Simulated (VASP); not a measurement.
Write the native input for VASP 6.6.1 that does the following.

```
Task                   : single point
Functional             : PBEsol
Potentials or basis    : VASP PAW PBE potentials, release 64 (In_d, P)
Cutoff                 : 520 eV
k mesh                 : 16 × 16 × 16
Occupations            : gaussian, width 0.05 eV
Spin                   : no spin polarisation
Dipole correction      : no
Further INCAR settings : ALGO = Normal; EDIFF = 1e-06; NBANDS = 16
```

The structure of InP lies in POSCAR:

```
InP
1.0
    0.0000000000      2.5752194404      2.5752194404
    2.5752194404      0.0000000000      2.5752194404
    2.5752194404      2.5752194404      0.0000000000
In P
1 1
Direct
    0.0000000000      0.0000000000      0.0000000000
    0.5000000000      0.5000000000      0.5000000000
```

This cell differs from its parent crystal: volume scaled by 0.840.

These files were run (other wordings do the same):

INCAR

```
PREC = Accurate ; ENCUT = 520
EDIFF = 1E-6 ; ISMEAR = 0
SIGMA = 0.05 ; LREAL = F
LASPH = T ; NELM = 60
ALGO = Normal ; ISIF = 2
LWAVE = F ; LCHARG = T
GGA = PS ; LELF = T
LVHAR = T ; NBANDS = 16
```

KPOINTS

```
Automatic mesh
0
Gamma
  16 16 16
```

Potentials or basis: VASP PAW PBE potentials, release 64 (In_d, P).

The run is started by

```bash
$ cat potpaw_PBE.64/In_d/POTCAR potpaw_PBE.64/P/POTCAR > POTCAR
$ mpirun -np 1 vasp_std > vasp.out
```

Results of the run:

```yaml
Pressure: 22.3 GPa
Band_gap_on_the_k_mesh: zero (band 9 reaches 10.34 eV, above the bottom of band 10 at 7.61 eV)
```

Caveat: the PAW data sets were made with another functional, which shifts forces and pressure a little; spin-orbit coupling is left out, which moves the levels of the heavy elements.

Run time: 51 s on 1 thread of Intel(R) Xeon(R) Platinum 8559C (Emerald Rapids), with other jobs on the host, peak memory 0.21 GiB.
